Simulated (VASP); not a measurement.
Set up this calculation in VASP 6.6.1, as the native input.

```
Task                   : single point
Functional             : PBE
Potentials or basis    : VASP PAW PBE potentials, release 64 (Si)
Cutoff                 : 500 eV
k mesh                 : 6 × 6 × 6
Occupations            : gaussian, width 0.1 eV
Spin                   : no spin polarisation
Dipole correction      : no
Further INCAR settings : ALGO = Normal; EDIFF = 1e-06; NBANDS = 11
```

The structure of Si lies in POSCAR:

```
Si
1.0
    1.7372888530      1.0030241870      3.0867791288
   -1.7372888530      1.0030241870      3.0867791288
    0.0000000000     -2.0060483739      3.0867791288
Si
2
Direct
    0.2499966262      0.2499966262      0.2499966262
    0.7500033738      0.7500033738      0.7500033738
```

One way to write it, as run:

INCAR

```
SYSTEM = Si
PREC = Accurate
ENCUT = 500
EDIFF = 1E-6
ISMEAR = 0
SIGMA = 0.1
LREAL = .FALSE.
LASPH = .TRUE.
NELM = 120
ALGO = Normal
ISIF = 2
LWAVE = .FALSE.
LCHARG = .FALSE.
GGA = PE
NBANDS = 11
GGA_COMPAT = .FALSE.
```

KPOINTS

```
regular mesh
0
G
  6 6 6
  0 0 0
```

Potentials or basis: VASP PAW PBE potentials, release 64 (Si).

The run is started by

```sh
$ cat potpaw_PBE.64/Si/POTCAR > POTCAR
$ mpirun -np 1 vasp_std > vasp.out
```

It gave:

The pressure is -0.1 GPa and the band gap on the k mesh is zero (band 4 reaches 10.39 eV, above the bottom of band 5 at 5.99 eV).

Caveat: the k points lie up to 0.37 Å⁻¹ apart.

Wall time 13 s on 1 thread of Intel Xeon 8259CL, with other jobs on the host, peak memory 0.14 GiB.
